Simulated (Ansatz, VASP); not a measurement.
One calculation of YbSb3, two programs

The input INCAR:

```
PREC     = Accurate       # precision mode
ENCUT    = 520            # plane-wave cutoff, eV
EDIFF    = 1E-7           # SCF threshold, eV
ISMEAR   = 0              # smearing method
SIGMA    = 0.1            # smearing width, eV
LREAL    = False          # projectors in reciprocal space
LASPH    = True           # aspherical terms in the spheres
NELM     = 100            # most SCF steps
ALGO     = Normal         # electronic algorithm
ISIF     = 2              # what is computed and relaxed
LWAVE    = False          # write WAVECAR
LCHARG   = True           # write CHGCAR
GGA      = PE             # functional
LELF     = True           # ELF
LVHAR    = True         
NBANDS   = 28             # bands
```

File KPOINTS:

```
regular mesh
0
Gamma
  10 10 10
```

File POSCAR:

```
YbSb3
1.0
    0.0000000000      3.8361797110      3.8361797110
    3.8361797110      0.0000000000      3.8361797110
    3.8361797110      3.8361797110      0.0000000000
Yb Sb
1 3
Direct
    0.5000000000      0.5000000000      0.5000000000
    0.2500000000      0.2500000000      0.2500000000
    0.7500000000      0.7500000000      0.7500000000
    0.0000000000      0.0000000000      0.0000000000
```

Input for Ansatz:

```yaml
crystal:
  lattice:
    - [0.0, 3.836179711, 3.836179711]
    - [3.836179711, 0.0, 3.836179711]
    - [3.836179711, 3.836179711, 0.0]
  atoms:
    - { symbol: Yb, position: [0.5, 0.5, 0.5] }
    - { symbol: Sb, position: [0.25, 0.25, 0.25] }
    - { symbol: Sb, position: [0.75, 0.75, 0.75] }
    - { symbol: Sb, position: [0.0, 0.0, 0.0] }
basis:
  ecutwfc: 420
kpoints:
  mp_grid: { grid: [10, 10, 10] }
  band_path:
    path:
      - [[0.0, 0.0, 0.0], [0.5, 0.0, 0.5], [0.625, 0.25, 0.625]]
      - [[0.375, 0.375, 0.75], [0.0, 0.0, 0.0], [0.5, 0.5, 0.5], [0.5, 0.25, 0.75], [0.5, 0.0, 0.5]]
    npoints: 14
hamiltonian:
  xc: pbe
scf:
  occupations: { method: gaussian, width: 0.1 }
  n_extra_bands: 10
output:
  forces: true
  stress: true
  eigenvalues: true
  populations: true
  dos: { projected: true, de: 0.02, nscf_kmesh: { grid: [12, 12, 12] } }
  bader: true
  write_density: true
  write_potential: true
  elf: true
  volumetric_format: npy
```

Alike in both runs: task single point; functional PBE; k mesh 10 × 10 × 10; occupations gaussian, width 0.1 eV; no spin polarisation.

|  | VASP | Ansatz |
| --- | --- | --- |
| version | VASP 6.6.1 | Ansatz 0.2.0 |
| potentials or method | VASP PAW PBE potentials, release 64 (Yb, Sb), cutoff 520 eV | scalar-relativistic, plane waves, PAW |
| valence electrons in the cell | 39 | 69 |

```tsv
	VASP	Ansatz	Ansatz less VASP
gap on the k mesh at the Fermi level (eV)	none	none	-
pressure (GPa)	-0.1	0.0	+0.06
```

A gap of «none» marks a metal or a gap that the smearing closes. The functional is the same, so the differences come from potentials, cutoffs and numerics. VASP's potentials hold 39 valence electrons a cell and Ansatz's 69, so a difference there can come from the potentials and not from the codes.

Spin-orbit coupling is off throughout.
